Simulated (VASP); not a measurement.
# NaHgF3 (Pm-3m) in VASP: a series of runs

NaHgF3 is run at these levels: r2SCAN; tasks: single point.

All numbers are computed with VASP 6.6.1; they aren't measurements. Logs are shortened: lines on timing, memory, paths and dates and some standing lists are left out, and cuts for length are marked.

## (1) The cell of the first run

Symmetry: Pm-3m, No. 221, cubic system. The conventional cell has a = 4.499 Å, b = 4.499 Å, c = 4.499 Å, α = 90.00°, β = 90.00°, γ = 90.00°. Within 4.2 Å of Na (site symmetry m-3m) lie 12 F at 3.18 Å and 8 Hg at 3.90 Å. Hg (site symmetry m-3m) has 6 F at 2.25 Å within 3.0 Å. Within 3.0 Å of F (site symmetry 4/mmm) lie 2 Hg at 2.25 Å.

## (2) Single point, r2SCAN

Contents of POSCAR:

```
NaHgF3
1.0
    4.4988204056      0.0000000000      0.0000000000
    0.0000000000      4.4988204056      0.0000000000
    0.0000000000      0.0000000000      4.4988204056
Na Hg F
1 1 3
Direct
    0.0000000000      0.0000000000      0.0000000000
    0.5000000000      0.5000000000      0.5000000000
    0.5000000000      0.5000000000      0.0000000000
    0.5000000000      0.0000000000      0.5000000000
    0.0000000000      0.5000000000      0.5000000000
```

Contents of INCAR.step1:

```
  PREC = Accurate
  ENCUT = 520
  ISMEAR = 0
  SIGMA = 0.01
  LREAL = F
  LASPH = T
  NELM = 80
  NBANDS = 28
  GGA = PE
  ALGO = Normal
  EDIFF = 1E-4
  LWAVE = T
  LCHARG = F
```

Contents of INCAR.step2:

```
  PREC = Accurate
  ENCUT = 520
  EDIFF = 1E-7
  ISMEAR = 0
  SIGMA = 0.01
  LREAL = F
  LASPH = T
  NELM = 80
  ALGO = Normal
  ISIF = 2
  LWAVE = F
  LCHARG = F
  METAGGA = R2SCAN
  LMIXTAU = T
  NBANDS = 28
  ISTART = 1
```

Contents of KPOINTS:

```
Automatic mesh
0
Gamma
  6 6 6
```

Potentials or basis: VASP PAW PBE potentials, release 64 (Na_pv, Hg, F).

Launch:

```sh
cat potpaw_PBE.64/Na_pv/POTCAR potpaw_PBE.64/Hg/POTCAR potpaw_PBE.64/F/POTCAR > POTCAR
cp INCAR.step1 INCAR
mpirun -np 1 vasp_std > vasp.out
cp INCAR.step2 INCAR
mpirun -np 1 vasp_std > vasp.out
```

OUTCAR:

```text
PREC = Accurate
   ENCUT = 520
   EDIFF = 1E-7
   ISMEAR = 0
   LREAL = F
   LASPH = T
   NELM = 80
   ISIF = 2
   METAGGA = R2SCAN
   ISTART = 1

 ion  position               nearest neighbor table
   1  0.000  0.000  0.000-
   2  0.500  0.500  0.500-   3 2.25   4 2.25   5 2.25   3 2.25   4 2.25   5 2.25
   3  0.500  0.500  0.000-   2 2.25   2 2.25
   4  0.500  0.000  0.500-   2 2.25   2 2.25
   5  0.000  0.500  0.500-   2 2.25   2 2.25

  LATTYP: Found a simple cubic cell.
 ALAT       =     4.4988204056

  Lattice vectors:

 A1 = (   4.4988204056,   0.0000000000,   0.0000000000)
 A2 = (   0.0000000000,   4.4988204056,   0.0000000000)
 A3 = (   0.0000000000,   0.0000000000,   4.4988204056)

Analysis of symmetry for initial positions (statically):
=====================================================================
 Subroutine PRICEL returns:
 Original cell was already a primitive cell.

 Routine SETGRP: Setting up the symmetry group for a
 simple cubic supercell.

 Subroutine GETGRP returns: Found 48 space group operations
 (whereof 48 operations were pure point group operations)
 out of a pool of 48 trial point group operations.

The static configuration has the point symmetry O_h .

Analysis of symmetry for dynamics (positions and initial velocities):
=====================================================================
 Subroutine PRICEL returns:
 Original cell was already a primitive cell.

 Routine SETGRP: Setting up the symmetry group for a
 simple cubic supercell.

 Subroutine GETGRP returns: Found 48 space group operations
 (whereof 48 operations were pure point group operations)
 out of a pool of 48 trial point group operations.

The dynamic configuration has the point symmetry O_h .

 Subroutine INISYM returns: Found 48 space group operations
 (whereof 48 operations are pure point group operations),
 and found     1 'primitive' translations

----------------------------------------------------------------------------------------

                                     Primitive cell

  volume of cell :      91.0534

  direct lattice vectors                    reciprocal lattice vectors
     4.498820406  0.000000000  0.000000000     0.222280489  0.000000000  0.000000000
     0.000000000  4.498820406  0.000000000     0.000000000  0.222280489  0.000000000
     0.000000000  0.000000000  4.498820406     0.000000000  0.000000000  0.222280489

  length of vectors
     4.498820406  4.498820406  4.498820406     0.222280489  0.222280489  0.222280489

  position of ions in fractional coordinates (direct lattice)
     0.000000000  0.000000000  0.000000000
     0.500000000  0.500000000  0.500000000
     0.500000000  0.500000000  0.000000000
     0.500000000  0.000000000  0.500000000
     0.000000000  0.500000000  0.500000000

  ion indices of the primitive-cell ions
   primitive index   ion index
                 1           1
                 2           2
                 3           3
                 4           4
                 5           5

----------------------------------------------------------------------------------------

 KPOINTS: Automatic mesh

Automatic generation of k-mesh.
 Grid dimensions read from file:
 generate k-points for:    6    6    6

 Generating k-lattice:

  Cartesian coordinates                     Fractional coordinates (reciprocal lattice)
     0.037046748  0.000000000  0.000000000     0.166666667  0.000000000  0.000000000
     0.000000000  0.037046748  0.000000000     0.000000000  0.166666667  0.000000000
     0.000000000  0.000000000  0.037046748     0.000000000  0.000000000  0.166666667

  Length of vectors
     0.037046748  0.037046748  0.037046748

  Shift w.r.t. Gamma in fractional coordinates (k-lattice)
     0.000000000  0.000000000  0.000000000

 Subroutine IBZKPT returns following result:
 ===========================================

 Found     20 irreducible k-points:

 Following reciprocal coordinates:
            Coordinates               Weight
  0.000000  0.000000  0.000000      1.000000
  0.166667  0.000000  0.000000      6.000000
  0.333333  0.000000  0.000000      6.000000
  0.500000  0.000000  0.000000      3.000000
  0.166667  0.166667  0.000000     12.000000
  0.333333  0.166667  0.000000     24.000000
[... 12 lines left out ...]
  0.500000  0.500000  0.333333      6.000000
  0.500000  0.500000  0.500000      1.000000
   k-points           NKPTS =     20   k-points in BZ     NKDIM =     20   number of bands    NBANDS=     28
   number of dos      NEDOS =    301   number of ions     NIONS =      5
   total plane-waves  NPLWV =  46656
   dimension x,y,z NGX =    36 NGY =   36 NGZ =   36
   dimension x,y,z NGXF=    72 NGYF=   72 NGZF=   72
   ions per type =               1   1   3
   NGX,Y,Z   is equivalent  to a cutoff of  13.30, 13.30, 13.30 a.u.
   NGXF,Y,Z  is equivalent  to a cutoff of  26.61, 26.61, 26.61 a.u.
 SYSTEM =  unknown system
   PREC   = accura    normal or accurate (medium, high low for compatibility)
   ISTART =      1    job   : 0-new  1-cont  2-samecut
   ICHARG =      0    charge: 1-file 2-atom 10-const
   ISPIN  =      1    spin polarized calculation?
   LNONCOLLINEAR =      F non collinear calculations
   LSORBIT =      F    spin-orbit coupling
   LASPH  =      T    aspherical Exc in radial PAW
   ENCUT  =  520.0 eV  38.22 Ry    6.18 a.u.   8.36  8.36  8.36*2*pi/ulx,y,z
   NELM   =     80;   NELMIN=  2; NELMDL=  0     # of ELM steps
   EDIFF  = 0.1E-06   stopping-criterion for ELM
   LREAL  =      F    real-space projection
   EDIFFG = 0.1E-05   stopping-criterion for IOM
   NSW    =      0    number of steps for IOM
   IBRION =     -1    ionic relax: 0-MD 1-quasi-New 2-CG
   NFREE  =      0    steps in history (QN), initial steepest desc. (CG)
   ISIF   =      2    stress and relaxation
   ISYM   =      2    0-nonsym 1-usesym 2-fastsym
   POTIM  = 0.5000    time-step for ionic-motion
   TEBEG  =    0.0;   TEEND  =   0.0 temperature during run
   PSTRESS=    0.0 pullay stress
   NELECT =      40.0000    total number of electrons
   NUPDOWN=      -1.0000    fix difference up-down
   EMIN   =  10.00;   EMAX   =-10.00  energy-range for DOS
   EFERMI =   0.00;   METHOD = LEGACY
   ISMEAR =     0;   SIGMA  =   0.01  broadening in eV -4-tet -1-fermi 0-gaus
   EFERMI_NEDOS =   21; number of points for ismear=-14 and -15
   IALGO  =     38    algorithm
   IMIX   =      4    mixing-type and parameters
     AMIX     =   0.40;   BMIX     =  1.00
     AMIX_MAG =   1.60;   BMIX_MAG =  1.00
  volume/ion in A,a.u.               =      18.21       122.89
  Fermi-wavevector in a.u.,A,eV,Ry     =   1.244504  2.351771 21.072558  1.548789
  Thomas-Fermi vector in A             =   2.378767
   LORBIT       =      0    0 simple, 1 ext, 2 COOP (PROOUT), +10 PAW based schemes
   METAGGA = R2SCAN    functional components
   LHFCALC =     F    Hartree Fock is set to
   AEXX    =    0.0000 exact exchange contribution
   IVDW    =     0    specifies the selected vdW correction
   LEPSILON=     F    determine dielectric tensor
   LRPA    =     F    only Hartree local field effects (RPA)
 non-spin polarized calculation
 Gauss-broadening in eV      SIGMA  =   0.01
  energy-cutoff  :      520.00
  volume of cell :       91.05
 maximum number of plane-waves:      2470
 NGX is ok and might be reduce to    36
   NGX = 17   NGY = 17   NGZ = 17

 number of electron      40.0000005 magnetization

 Free energy of the ion-electron system (eV)
  ---------------------------------------------------
  ext. energy  EPLUGINS =         0.00000000
  ---------------------------------------------------
  free energy    TOTEN  =       -71.65255124 eV

  energy without entropy =      -71.65255124  energy(sigma->0) =      -71.65255124

 E-fermi :  -1.0935     XC(G=0):  -8.6457

 val. band max:       -1.1654797338   @ k =   0.5000   0.5000   0.5000
 cond. band min:      -0.3339578918   @ k =   0.0000   0.0000   0.0000
 fundamental gap:      0.8315218420
 Fermi energy:        -1.0934676096

 k-point     1 :       0.0000    0.0000    0.0000
  band No.  band energies     occupation
      1     -25.4067      2.00000
      2     -25.4067      2.00000
      3     -25.4067      2.00000
      4     -24.3126      2.00000
      5     -24.0639      2.00000
      6     -24.0639      2.00000
[... 20 lines left out ...]
     27       9.1790      0.00000
     28      13.2350      0.00000

 k-point     2 :       0.1667    0.0000    0.0000
  band No.  band energies     occupation
      1     -25.4081      2.00000
      2     -25.4067      2.00000
      3     -25.4067      2.00000
      4     -24.2908      2.00000
      5     -24.0635      2.00000
      6     -24.0628      2.00000
[... 20 lines left out ...]
     27      10.6937      0.00000
     28      12.2174      0.00000

 k-point     3 :       0.3333    0.0000    0.0000
  band No.  band energies     occupation
      1     -25.4108      2.00000
      2     -25.4066      2.00000
      3     -25.4066      2.00000
      4     -24.2463      2.00000
      5     -24.0626      2.00000
      6     -24.0607      2.00000
[... 20 lines left out ...]
     27      10.9935      0.00000
     28      10.9935      0.00000

 k-point     4 :       0.5000    0.0000    0.0000
  band No.  band energies     occupation
      1     -25.4122      2.00000
      2     -25.4066      2.00000
      3     -25.4066      2.00000
      4     -24.2232      2.00000
      5     -24.0621      2.00000
      6     -24.0594      2.00000
[... 454 lines left out ...]
     27       9.5827      0.00000
     28       9.6986      0.00000

 k-point    19 :       0.5000    0.5000    0.3333
  band No.  band energies     occupation
      1     -25.4085      2.00000
      2     -25.4085      2.00000
      3     -25.4077      2.00000
      4     -24.0777      2.00000
      5     -24.0552      2.00000
      6     -24.0552      2.00000
[... 20 lines left out ...]
     27       8.8270      0.00000
     28       8.8270      0.00000

 k-point    20 :       0.5000    0.5000    0.5000
  band No.  band energies     occupation
      1     -25.4081      2.00000
      2     -25.4081      2.00000
      3     -25.4081      2.00000
      4     -24.0552      2.00000
      5     -24.0552      2.00000
      6     -24.0552      2.00000
[... 20 lines left out ...]
     27       7.9058      0.00000
     28       7.9058      0.00000

------------------------ aborting loop because EDIFF is reached ----------------------------------------

  FORCE on cell =-STRESS in cart. coord.  units (eV):
  Direction    XX          YY          ZZ          XY          YZ          ZX
  --------------------------------------------------------------------------------------
  -------------------------------------------------------------------------------------
  Total        0.2736042      0.2736042      0.2736042     -0.0000000      0.0000000     -0.0000000
  in kB        4.8143475      4.8143475      4.8143475     -0.0000000      0.0000000     -0.0000000
  external PRESSURE =       4.8143475 kB  Pullay stress =       0.0000000 kB

 VOLUME and BASIS-vectors are now :
 -----------------------------------------------------------------------------
  energy-cutoff  :      520.00
  volume of cell :       91.05
      direct lattice vectors                 reciprocal lattice vectors
     4.498820406  0.000000000  0.000000000     0.222280489  0.000000000  0.000000000
     0.000000000  4.498820406  0.000000000     0.000000000  0.222280489  0.000000000
     0.000000000  0.000000000  4.498820406     0.000000000  0.000000000  0.222280489

 POSITION                                       TOTAL-FORCE (eV/Angst)
 -----------------------------------------------------------------------------------
      0.00000      0.00000      0.00000         0.000000      0.000000      0.000000
      2.24941      2.24941      2.24941         0.000000      0.000000      0.000000
      2.24941      2.24941      0.00000         0.000000      0.000000      0.000000
      2.24941      0.00000      2.24941         0.000000      0.000000      0.000000
      0.00000      2.24941      2.24941         0.000000      0.000000      0.000000
 -----------------------------------------------------------------------------------
    total drift:                                0.000000      0.000000      0.000000

  FREE ENERGIE OF THE ION-ELECTRON SYSTEM (eV)
  ---------------------------------------------------
  free  energy   TOTEN  =       -71.6525512391 eV

  energy  without entropy=      -71.6525512391  energy(sigma->0) =      -71.65255124
```

Wall time 2.5 min (1 thread of AMD EPYC 9R45 (Zen 5), shared host); peak memory 0.21 GiB.

What came out:

* Free energy: -71.6526 eV
* Pressure: 0.5 GPa
* Band gap on the k mesh: 0.83 eV (least direct gap 3.75 eV)

Caveat: the PAW data sets were made with another functional, which shifts forces and pressure a little; spin-orbit coupling is left out, which moves the levels of the heavy elements.

## (3) Single point, r2SCAN

POSCAR is that of step 2.

Contents of INCAR.step1:

```
SYSTEM = NaHgF3
PREC = Accurate ; ENCUT = 520
ISMEAR = 0 ; SIGMA = 0.01
LREAL = .False. ; LASPH = .True.
NELM = 80 ; NBANDS = 28
GGA = PE ; ALGO = Normal
EDIFF = 1E-4 ; LWAVE = .True.
LCHARG = .False.
```

Contents of INCAR.step2:

```
SYSTEM = NaHgF3
PREC = Accurate ; ENCUT = 520
EDIFF = 1E-6 ; ISMEAR = 0
SIGMA = 0.01 ; LREAL = .False.
LASPH = .True. ; NELM = 80
ALGO = Normal ; ISIF = 2
LWAVE = .False. ; LCHARG = .False.
METAGGA = R2SCAN ; LMIXTAU = .True.
NBANDS = 28 ; ISTART = 1
```

Contents of KPOINTS:

```
regular mesh
0
Gamma
  6 6 6
  0 0 0
```

Potentials or basis: VASP PAW PBE potentials, release 64 (Na_pv, Hg, F).

Launch:

```sh
cat potpaw_PBE.64/Na_pv/POTCAR potpaw_PBE.64/Hg/POTCAR potpaw_PBE.64/F/POTCAR > POTCAR
cp INCAR.step1 INCAR
mpirun -np 1 vasp_std > vasp.out
cp INCAR.step2 INCAR
mpirun -np 1 vasp_std > vasp.out
```

Run time: 2.3 min. Hardware: 1 thread of AMD EPYC 9R45 (Zen 5), shared host; peak memory 0.21 GiB.

The run converged. Its results:

* Free energy: -71.6526 eV
* Pressure: 0.5 GPa
* Band gap on the k mesh: 0.83 eV (least direct gap 3.75 eV)

Levels at points of the mesh, in eV from the valence-band top:
| k point | band 18 | band 19 | band 20 | band 21 | band 22 | band 23 |
| --- | --- | --- | --- | --- | --- | --- |
| (0.00, 0.00, 0.00) | -2.92 | -2.92 | -2.92 | 0.83 | 5.66 | 10.14 |
| (0.50, 0.00, 0.00) | -2.42 | -2.42 | -2.05 | 3.49 | 5.18 | 8.34 |
| (0.50, 0.50, 0.00) | -2.41 | -2.41 | 0.00 | 5.09 | 6.75 | 6.96 |
| (0.50, 0.50, 0.50) | -2.41 | 0.00 | 0.00 | 6.39 | 6.96 | 8.25 |

Caveat: the PAW data sets were made with another functional, which shifts forces and pressure a little; spin-orbit coupling is left out, which moves the levels of the heavy elements. A k mesh can miss the band edges.
